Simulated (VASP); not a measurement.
Set up this calculation in VASP 6.6.1, as the native input.

| Property | Result |
| --- | --- |
| Task | single point |
| Functional | PBE |
| Potentials or basis | VASP PAW PBE potentials, release 64 (Gd, N) |
| Cutoff | 520 eV |
| k mesh | 10 × 10 × 6 |
| Occupations | gaussian, width 0.05 eV |
| Spin | collinear spin |
| Starting moments | [7.65, 7.65, -0.14, -0.14] μB |
| Hubbard terms | Gd f U = 6.0 eV |
| Dipole correction | no |
| Further INCAR settings | ALGO = Normal; EDIFF = 1e-06; NBANDS = 35 |

The structure of GdN lies in POSCAR:

```
GdN
1.0
    3.5000803447      0.0000000000      0.0000000000
   -1.7500401724      3.0311584938      0.0000000000
    0.0000000000      0.0000000000      6.1515027462
Gd N
2 2
Direct
    0.0000000000      0.0000000000      0.0000000000
    0.0000000000      0.0000000000      0.5000000000
    0.3333333333      0.6666666667      0.2500000000
    0.6666666667      0.3333333333      0.7500000000
```

These files were run (other wordings do the same):

INCAR

```
PREC = Accurate ; ENCUT = 520
EDIFF = 1E-6 ; ISMEAR = 0
SIGMA = 0.05 ; LREAL = F
LASPH = T ; NELM = 150
ALGO = Normal ; ISIF = 2
LWAVE = F ; LCHARG = F
ISPIN = 2 ; MAGMOM = 7.65 7.65 -0.14 -0.14
LORBIT = 11 ; LMAXMIX = 6
LDAU = T ; LDAUTYPE = 2
LDAUL = 3 -1 ; LDAUU = 6 0
LDAUJ = 0 0 ; LDAUPRINT = 1
GGA = PE ; NBANDS = 35
```

KPOINTS

```
regular mesh
0
Gamma
  10 10 6
```

Potentials or basis: VASP PAW PBE potentials, release 64 (Gd, N).

Launch:

```bash
$ cat potpaw_PBE.64/Gd/POTCAR potpaw_PBE.64/N/POTCAR > POTCAR
$ mpirun -np 1 vasp_std > vasp.out
```

Results of the run:

```
Pressure                                              : -2.5 GPa
Band gap on the k mesh                                : zero (filled and empty bands overlap)
Net moment                                            : 14.00 μB per cell
Site moments                                          : Gd +6.88; N -0.10 μB
Valence electrons inside the program's atomic spheres : Gd 15.20; N 3.61
```

Caveat: spin-orbit coupling is left out, which moves the levels of the heavy elements.

It took 18 min on 1 thread of Intel(R) Xeon(R) Platinum 8488C (Sapphire Rapids) (shared host), peak memory 0.37 GiB.
